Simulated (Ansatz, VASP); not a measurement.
## CoSi in VASP and in Ansatz

File INCAR:

```
SYSTEM = CoSi
ALGO     = Normal         ! electronic algorithm
EDIFF    = 1E-6           ! SCF threshold, eV
ENCUT    = 520            ! plane-wave cutoff, eV
GGA      = PE             ! functional
ISIF     = 2              ! what is computed and relaxed
ISMEAR   = 0              ! smearing method
ISPIN    = 2              ! spin polarisation
LASPH    = .True.         ! aspherical terms in the spheres
LCHARG   = .True.         ! write CHGCAR
LELF     = .True.         ! ELF
LMAXMIX  = 4              ! l up to which the mixer works
LORBIT   = 11             ! projections on sites
LREAL    = .False.        ! projectors in reciprocal space
LVHAR    = .True.       
LWAVE    = .False.        ! write WAVECAR
MAGMOM   = 0 0 0 0 0 0 0 0 ! initial moments
NBANDS   = 40             ! bands
NELM     = 150            ! most SCF steps
PREC     = Accurate       ! precision mode
SIGMA    = 0.05           ! smearing width, eV
```

The input KPOINTS:

```
k-points
0
Gamma
  8 8 8
  0 0 0
```

Contents of POSCAR:

```
CoSi
1.0
    4.2039764366      0.0000000000      0.0000000000
    0.0000000000      4.2039764366      0.0000000000
    0.0000000000      0.0000000000      4.2039764366
Co Si
4 4
Direct
    0.1400000000      0.1400000000      0.1400000000
    0.3600000000      0.8600000000      0.6400000000
    0.6400000000      0.3600000000      0.8600000000
    0.8600000000      0.6400000000      0.3600000000
    0.8430000000      0.8430000000      0.8430000000
    0.6570000000      0.1570000000      0.3430000000
    0.3430000000      0.6570000000      0.1570000000
    0.1570000000      0.3430000000      0.6570000000
```

Input for Ansatz:

```yaml
crystal:
  lattice:
    - [4.2039764366, 0.0, 0.0]
    - [0.0, 4.2039764366, 0.0]
    - [0.0, 0.0, 4.2039764366]
  atoms:
    - { symbol: Co, position: [0.14, 0.14, 0.14] }
    - { symbol: Co, position: [0.36, 0.86, 0.64] }
    - { symbol: Co, position: [0.64, 0.36, 0.86] }
    - { symbol: Co, position: [0.86, 0.64, 0.36] }
    - { symbol: Si, position: [0.843, 0.843, 0.843] }
    - { symbol: Si, position: [0.657, 0.157, 0.343] }
    - { symbol: Si, position: [0.343, 0.657, 0.157] }
    - { symbol: Si, position: [0.157, 0.343, 0.657] }
magnetization:
  spin_polarized: true
basis:
  ecutwfc: 500
  fft_grid_basis: typed
kpoints:
  mp_grid: { grid: [8, 8, 8] }
hamiltonian:
  xc: pbe
  pseudopotentials: { kind: paw }
scf:
  occupations: { method: gaussian, width: 0.05 }
output:
  forces: true
  stress: true
  eigenvalues: true
  bader: true
  write_density: true
  volumetric_format: npy
  populations: true
  elf: true
```

Alike in both runs: task single point; functional PBE; k mesh 8 × 8 × 8; occupations gaussian, width 0.05 eV; collinear spin.

|  | VASP | Ansatz |
| --- | --- | --- |
| version | VASP 6.6.1 | Ansatz 0.2.0 |
| potentials or method | VASP PAW PBE potentials, release 64 (Co, Si), cutoff 520 eV | scalar-relativistic, plane waves, PAW |
| valence electrons in the cell | 52 | 84 |

|  | VASP | Ansatz | Ansatz less VASP |
| --- | --- | --- | --- |
| gap on the k mesh at the Fermi level (eV) | none | none | - |
| rms of the force components (eV/Å) | 0.423 | 0.415 | -0.0072 |

Atom by atom the forces differ by 0.007 eV/Å (rms over components). A gap of «none» marks a metal or a gap that the smearing closes. VASP's potentials hold 52 valence electrons a cell and Ansatz's 84, so a difference there can come from the potentials and not from the codes. Ansatz's warnings: no starting moments.
